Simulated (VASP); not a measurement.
# LiBi2I2O2 (P-4m2) in VASP: a series of runs

The runs below take LiBi2I2O2 through single point, with PBEsol+D3(BJ), PBE+D3(BJ).

All numbers are computed with VASP 6.6.1; they aren't measurements. Logs are shortened: lines on timing, memory, paths and dates and some standing lists are left out, and cuts for length are marked.

## (1) The cell of the first run

It takes space group P-4m2 (No. 115, tetragonal). The conventional cell has a = 4.233 Å, b = 4.233 Å, c = 10.000 Å, α = 90.00°, β = 90.00°, γ = 90.00°. Within 3.1 Å of Bi (site symmetry 2mm) lie 4 O at 2.38 Å. I (site symmetry 2mm) has 2 Li at 2.76 Å and 4 Bi at 3.68 Å within 3.7 Å. O (site symmetry -4m2) has 4 Bi at 2.38 Å and 4 O at 2.99 Å within 3.1 Å. Within 3.1 Å of O (site symmetry -4m2) lie 4 Bi at 2.38 Å and 4 O at 2.99 Å. Li (site symmetry -4m2) has 4 I at 2.76 Å within 3.6 Å.

## (2) Single point, PBEsol+D3(BJ)

Contents of INCAR:

```
SYSTEM = LiBi2I2O2
PREC = Accurate
ENCUT = 520
EDIFF = 1E-7
ISMEAR = 0
SIGMA = 0.05
LREAL = .False.
LASPH = .True.
NELM = 80
ALGO = Normal
ISIF = 2
LWAVE = .False.
LCHARG = .False.
GGA = PS
IVDW = 12
NBANDS = 38
```

Contents of KPOINTS:

```
Automatic mesh
0
Gamma
  6 6 3
  0 0 0
```

Contents of POSCAR:

```
LiBi2I2O2
1.0
    4.2328230000      0.0000000000      0.0000000000
    0.0000000000      4.2328230000      0.0000000000
    0.0000000000      0.0000000000      9.9999390000
Bi I O Li
2 2 2 1
Direct
    0.0000000000      0.5000000000      0.1081770000
    0.5000000000      0.0000000000      0.8918230000
    0.5000000000      0.0000000000      0.3224990000
    0.0000000000      0.5000000000      0.6775010000
    0.0000000000      0.0000000000      0.0000000000
    0.5000000000      0.5000000000      0.0000000000
    0.0000000000      0.0000000000      0.5000000000
```

Potentials or basis: VASP PAW PBE potentials, release 64 (Bi_d, I, O, Li_sv).

Run with:

```bash
$ cat potpaw_PBE.64/Bi_d/POTCAR potpaw_PBE.64/I/POTCAR potpaw_PBE.64/O/POTCAR potpaw_PBE.64/Li_sv/POTCAR > POTCAR
$ mpirun -np 1 vasp_std > vasp.out
```

OUTCAR:

```text
SYSTEM = LiBi2I2O2
   PREC = Accurate
   ENCUT = 520
   EDIFF = 1E-7
   ISMEAR = 0
   LREAL = .False.
   LASPH = .True.
   NELM = 80
   ISIF = 2
   GGA = PS
   IVDW = 12
 IVDW          = 12

 ion  position               nearest neighbor table
   1  0.000  0.500  0.108-   5 2.38   6 2.38   5 2.38   6 2.38   3 3.68   3 3.68   3 3.68   3 3.68
                             2 3.69   2 3.69   2 3.69   2 3.69
   2  0.500  0.000  0.892-   5 2.38   6 2.38   6 2.38   5 2.38   4 3.68   4 3.68   4 3.68   4 3.68
                             1 3.69   1 3.69   1 3.69   1 3.69
   3  0.500  0.000  0.322-   7 2.76   7 2.76   1 3.68   1 3.68   1 3.68   1 3.68
   4  0.000  0.500  0.678-   7 2.76   7 2.76   2 3.68   2 3.68   2 3.68   2 3.68
   5  0.000  0.000  0.000-   1 2.38   2 2.38   1 2.38   2 2.38
   6  0.500  0.500  0.000-   1 2.38   2 2.38   2 2.38   1 2.38
   7  0.000  0.000  0.500-   3 2.76   4 2.76   4 2.76   3 2.76

  LATTYP: Found a simple tetragonal cell.
 ALAT       =     4.2328230000
 C/A-ratio  =     2.3624751141

  Lattice vectors:

 A1 = (   4.2328230000,   0.0000000000,   0.0000000000)
 A2 = (   0.0000000000,   4.2328230000,   0.0000000000)
 A3 = (   0.0000000000,   0.0000000000,   9.9999390000)

Analysis of symmetry for initial positions (statically):
=====================================================================
 Subroutine PRICEL returns:
 Original cell was already a primitive cell.

 Routine SETGRP: Setting up the symmetry group for a
 simple tetragonal supercell.

 Subroutine GETGRP returns: Found  8 space group operations
 (whereof  8 operations were pure point group operations)
 out of a pool of 16 trial point group operations.

The static configuration has the point symmetry D_2d.

Analysis of symmetry for dynamics (positions and initial velocities):
=====================================================================
 Subroutine PRICEL returns:
 Original cell was already a primitive cell.

 Routine SETGRP: Setting up the symmetry group for a
 simple tetragonal supercell.

 Subroutine GETGRP returns: Found  8 space group operations
 (whereof  8 operations were pure point group operations)
 out of a pool of 16 trial point group operations.

The dynamic configuration has the point symmetry D_2d.

 Subroutine INISYM returns: Found  8 space group operations
 (whereof  8 operations are pure point group operations),
 and found     1 'primitive' translations

----------------------------------------------------------------------------------------

                                     Primitive cell

  volume of cell :     179.1668

  direct lattice vectors                    reciprocal lattice vectors
     4.232823000  0.000000000  0.000000000     0.236248953  0.000000000  0.000000000
     0.000000000  4.232823000  0.000000000     0.000000000  0.236248953  0.000000000
     0.000000000  0.000000000  9.999939000     0.000000000  0.000000000  0.100000610

  length of vectors
     4.232823000  4.232823000  9.999939000     0.236248953  0.236248953  0.100000610

  position of ions in fractional coordinates (direct lattice)
     0.000000000  0.500000000  0.108177000
     0.500000000  0.000000000  0.891823000
     0.500000000  0.000000000  0.322499000
     0.000000000  0.500000000  0.677501000
     0.000000000  0.000000000  0.000000000
     0.500000000  0.500000000  0.000000000
     0.000000000  0.000000000  0.500000000

  ion indices of the primitive-cell ions
   primitive index   ion index
                 1           1
                 2           2
                 3           3
                 4           4
                 5           5
                 6           6
                 7           7

----------------------------------------------------------------------------------------

 KPOINTS: Automatic mesh

Automatic generation of k-mesh.
 Grid dimensions read from file:
 generate k-points for:    6    6    3

 Generating k-lattice:

  Cartesian coordinates                     Fractional coordinates (reciprocal lattice)
     0.039374825  0.000000000  0.000000000     0.166666667  0.000000000  0.000000000
     0.000000000  0.039374825  0.000000000     0.000000000  0.166666667  0.000000000
     0.000000000  0.000000000  0.033333537     0.000000000  0.000000000  0.333333333

  Length of vectors
     0.039374825  0.039374825  0.033333537

  Shift w.r.t. Gamma in fractional coordinates (k-lattice)
     0.000000000  0.000000000  0.000000000

 Subroutine IBZKPT returns following result:
 ===========================================

 Found     20 irreducible k-points:

 Following reciprocal coordinates:
            Coordinates               Weight
  0.000000  0.000000  0.000000      1.000000
  0.166667  0.000000  0.000000      4.000000
  0.333333  0.000000  0.000000      4.000000
  0.500000  0.000000  0.000000      2.000000
  0.166667  0.166667  0.000000      4.000000
  0.333333  0.166667  0.000000      8.000000
[... 12 lines left out ...]
  0.500000  0.333333  0.333333      8.000000
  0.500000  0.500000  0.333333      2.000000
   k-points           NKPTS =     20   k-points in BZ     NKDIM =     20   number of bands    NBANDS=     38
   number of dos      NEDOS =    301   number of ions     NIONS =      7
   total plane-waves  NPLWV =  81920
   dimension x,y,z NGX =    32 NGY =   32 NGZ =   80
   dimension x,y,z NGXF=    64 NGYF=   64 NGZF=  160
   ions per type =               2   2   2   1
   NGX,Y,Z   is equivalent  to a cutoff of  12.57, 12.57, 13.30 a.u.
   NGXF,Y,Z  is equivalent  to a cutoff of  25.14, 25.14, 26.60 a.u.
 SYSTEM =  LiBi2I2O2
   PREC   = accura    normal or accurate (medium, high low for compatibility)
   ISTART =      0    job   : 0-new  1-cont  2-samecut
   ICHARG =      2    charge: 1-file 2-atom 10-const
   ISPIN  =      1    spin polarized calculation?
   LNONCOLLINEAR =      F non collinear calculations
   LSORBIT =      F    spin-orbit coupling
   LASPH  =      T    aspherical Exc in radial PAW
   ENCUT  =  520.0 eV  38.22 Ry    6.18 a.u.   7.87  7.87 18.59*2*pi/ulx,y,z
   NELM   =     80;   NELMIN=  2; NELMDL= -5     # of ELM steps
   EDIFF  = 0.1E-06   stopping-criterion for ELM
   LREAL  =      F    real-space projection
   EDIFFG = 0.1E-05   stopping-criterion for IOM
   NSW    =      0    number of steps for IOM
   IBRION =     -1    ionic relax: 0-MD 1-quasi-New 2-CG
   NFREE  =      0    steps in history (QN), initial steepest desc. (CG)
   ISIF   =      2    stress and relaxation
   ISYM   =      2    0-nonsym 1-usesym 2-fastsym
   POTIM  = 0.5000    time-step for ionic-motion
   TEBEG  =    0.0;   TEEND  =   0.0 temperature during run
   PSTRESS=    0.0 pullay stress
   NELECT =      59.0000    total number of electrons
   NUPDOWN=      -1.0000    fix difference up-down
   EMIN   =  10.00;   EMAX   =-10.00  energy-range for DOS
   EFERMI =   0.00;   METHOD = LEGACY
   ISMEAR =     0;   SIGMA  =   0.05  broadening in eV -4-tet -1-fermi 0-gaus
   EFERMI_NEDOS =   21; number of points for ismear=-14 and -15
   IALGO  =     38    algorithm
   IMIX   =      4    mixing-type and parameters
     AMIX     =   0.40;   BMIX     =  1.00
     AMIX_MAG =   1.60;   BMIX_MAG =  1.00
  volume/ion in A,a.u.               =      25.60       172.73
  Fermi-wavevector in a.u.,A,eV,Ry     =   1.130506  2.136347 17.388850  1.278044
  Thomas-Fermi vector in A             =   2.267203
   LORBIT       =      0    0 simple, 1 ext, 2 COOP (PROOUT), +10 PAW based schemes
   GGA     = PS    functional components
   LHFCALC =     F    Hartree Fock is set to
   AEXX    =    0.0000 exact exchange contribution
   IVDW    =    12    specifies the selected vdW correction
   LEPSILON=     F    determine dielectric tensor
   LRPA    =     F    only Hartree local field effects (RPA)
 non-spin polarized calculation
 Gauss-broadening in eV      SIGMA  =   0.05
  energy-cutoff  :      520.00
  volume of cell :      179.17
 maximum number of plane-waves:      4844
 NGX is ok and might be reduce to    32
   NGX = 15   NGY = 15   NGZ = 37

 number of electron      58.9999995 magnetization

 Free energy of the ion-electron system (eV)
  ---------------------------------------------------
  ext. energy  EPLUGINS =         0.00000000
  ---------------------------------------------------
  free energy    TOTEN  =       -31.08495436 eV

  energy without entropy =      -31.07985186  energy(sigma->0) =      -31.08240311

 E-fermi :   5.7249     XC(G=0):  -9.1393

 val. band max:        5.7196529248   @ k =   0.1667   0.0000   0.3333
 cond. band min:       5.7400539239   @ k =   0.5000   0.3333   0.3333
 fundamental gap:      0.0204009991
 Fermi energy:         5.7248679271

 k-point     1 :       0.0000    0.0000    0.0000
  band No.  band energies     occupation
      1     -40.9755      2.00000
      2     -18.7834      2.00000
      3     -18.5853      2.00000
      4     -18.5853      2.00000
      5     -18.5834      2.00000
      6     -18.5715      2.00000
[... 30 lines left out ...]
     37       9.1756      0.00000
     38       9.4630      0.00000

 k-point     2 :       0.1667    0.0000    0.0000
  band No.  band energies     occupation
      1     -40.9754      2.00000
      2     -18.7696      2.00000
      3     -18.5888      2.00000
      4     -18.5865      2.00000
      5     -18.5806      2.00000
      6     -18.5774      2.00000
[... 30 lines left out ...]
     37       9.9862      0.00000
     38      10.3596      0.00000

 k-point     3 :       0.3333    0.0000    0.0000
  band No.  band energies     occupation
      1     -40.9754      2.00000
      2     -18.7342      2.00000
      3     -18.6265      2.00000
      4     -18.5953      2.00000
      5     -18.5923      2.00000
      6     -18.5656      2.00000
[... 30 lines left out ...]
     37      10.1457      0.00000
[... 617 lines left out ...]
 k-point    19 :       0.5000    0.3333    0.3333
  band No.  band energies     occupation
      1     -40.9753      2.00000
      2     -18.6952      2.00000
      3     -18.6877      2.00000
      4     -18.5774      2.00000
      5     -18.5773      2.00000
      6     -18.5621      2.00000
[... 30 lines left out ...]
     37       9.4775      0.00000
     38      10.9887      0.00000

 k-point    20 :       0.5000    0.5000    0.3333
  band No.  band energies     occupation
      1     -40.9752      2.00000
      2     -18.6991      2.00000
      3     -18.6913      2.00000
      4     -18.5767      2.00000
      5     -18.5767      2.00000
      6     -18.5566      2.00000
[... 30 lines left out ...]
     37       9.5970      0.00000
     38      11.2510      0.00000

------------------------ aborting loop because EDIFF is reached ----------------------------------------

 Edisp (eV)   -1.79590

 E8    (eV) :    -1.2032

  FORCE on cell =-STRESS in cart. coord.  units (eV):
  Direction    XX          YY          ZZ          XY          YZ          ZX
  --------------------------------------------------------------------------------------
  -------------------------------------------------------------------------------------
  Total      -4.53279    -4.53279    -3.91874     0.00000     0.00000     0.00000
  in kB     -40.53390   -40.53390   -35.04286     0.00000     0.00000     0.00000
  external pressure =      -38.70 kB  Pullay stress =        0.00 kB

 VOLUME and BASIS-vectors are now :
 -----------------------------------------------------------------------------
  energy-cutoff  :      520.00
  volume of cell :      179.17
      direct lattice vectors                 reciprocal lattice vectors
     4.232823000  0.000000000  0.000000000     0.236248953  0.000000000  0.000000000
     0.000000000  4.232823000  0.000000000     0.000000000  0.236248953  0.000000000
     0.000000000  0.000000000  9.999939000     0.000000000  0.000000000  0.100000610

 POSITION                                       TOTAL-FORCE (eV/Angst)
 -----------------------------------------------------------------------------------
      0.00000      2.11641      1.08176         0.000000     -0.000000     -0.168567
      2.11641      0.00000      8.91818         0.000000     -0.000000      0.168567
      2.11641      0.00000      3.22497         0.000000     -0.000000     -0.161484
      0.00000      2.11641      6.77497         0.000000     -0.000000      0.161484
      0.00000      0.00000      0.00000         0.000000     -0.000000      0.000000
      2.11641      2.11641      0.00000         0.000000      0.000000      0.000000
      0.00000      0.00000      4.99997        -0.000000     -0.000000      0.000000
 -----------------------------------------------------------------------------------
    total drift:                                0.000000     -0.000000      0.000000

  FREE ENERGIE OF THE ION-ELECTRON SYSTEM (eV)
  ---------------------------------------------------
  free  energy   TOTEN  =       -32.8808500546 eV

  energy  without entropy=      -32.8757475554  energy(sigma->0) =      -32.87829881
```

It took 2.3 min on 1 thread of AMD EPYC 7R13, shared host; peak memory 0.32 GiB.

What came out:

```
Free energy                : -32.8809 eV
Largest force              : 0.169 eV/Å
Band gap on the k mesh     : zero (an odd number of electrons rules out a gap without spin polarisation)
Dispersion energy per atom : -0.257 eV
```

Forces in eV/Å, atoms in the order of the input:
```
Bi   0.000  0.000 -0.169
Bi   0.000  0.000  0.169
I    0.000  0.000 -0.161
I    0.000  0.000  0.161
O    0.000  0.000  0.000
O    0.000  0.000  0.000
Li   0.000  0.000  0.000
```

Caveat: the cutoff is under 1.25 times the usual one of these potentials, so pressure, stress and relaxed cells hold a basis-set (Pulay) error; the PAW data sets were made with another functional, which shifts forces and pressure a little; spin-orbit coupling is left out, which moves the levels of the heavy elements; an odd number of electrons without spin polarisation forces a metal; a magnetic or distorted state may lie lower.

## (3) Single point, PBE+D3(BJ)

Contents of INCAR:

```
PREC     = Accurate       # precision mode
ENCUT    = 520            # plane-wave cutoff, eV
EDIFF    = 1E-6           # SCF threshold, eV
ISMEAR   = 0              # smearing method
SIGMA    = 0.05           # smearing width, eV
LREAL    = False          # projectors in reciprocal space
LASPH    = True           # aspherical terms in the spheres
NELM     = 60             # most SCF steps
ALGO     = Normal         # electronic algorithm
ISIF     = 2              # what is computed and relaxed
LWAVE    = False          # write WAVECAR
LCHARG   = False          # write CHGCAR
GGA      = PE             # functional
IVDW     = 12             # dispersion correction
NBANDS   = 38             # bands
```

Contents of KPOINTS:

```
Automatic mesh
0
Gamma
  6 6 3
```

POSCAR is that of step 2.

Potentials or basis: VASP PAW PBE potentials, release 64 (Bi_d, I, O, Li_sv).

Run with:

```bash
$ cat potpaw_PBE.64/Bi_d/POTCAR potpaw_PBE.64/I/POTCAR potpaw_PBE.64/O/POTCAR potpaw_PBE.64/Li_sv/POTCAR > POTCAR
$ mpirun -np 1 vasp_std > vasp.out
```

Run time: 2.1 min. Hardware: 1 thread of AMD EPYC 7R13, shared host; peak memory 0.32 GiB.

Results (log left out):

* Free energy: -31.0558 eV
* Largest force: 0.074 eV/Å
* Band gap on the k mesh: zero (an odd number of electrons rules out a gap without spin polarisation)
* Dispersion energy per atom: -0.277 eV

Forces on the atoms (eV/Å):
```
Bi   0.000  0.000  0.074
Bi   0.000  0.000 -0.074
I    0.000  0.000 -0.020
I    0.000  0.000  0.020
O    0.000  0.000  0.000
O    0.000  0.000  0.000
Li   0.000  0.000  0.000
```

Levels at points of the mesh, in eV from the Fermi level:
```tsv
k point	band 25	band 26	band 27	band 28	band 29	band 30	band 31	band 32	band 33	band 34
(0.00, 0.00, 0.00)	-3.35	-3.21	-3.21	-2.81	-2.81	-0.99	-0.22	1.72	1.72	2.93
(0.50, 0.00, 0.00)	-3.83	-3.35	-3.18	-2.92	-2.49	1.11	1.12	1.40	1.57	2.14
(0.50, 0.50, 0.00)	-3.95	-3.95	-3.68	-3.55	-3.55	-0.27	-0.15	1.46	1.46	2.36
```

Caveat: the cutoff is under 1.25 times the usual one of these potentials, so pressure, stress and relaxed cells hold a basis-set (Pulay) error; spin-orbit coupling is left out, which moves the levels of the heavy elements; an odd number of electrons without spin polarisation forces a metal; a magnetic or distorted state may lie lower.

The gap in the log of VASP goes by the Fermi energy; the results here count the filled bands.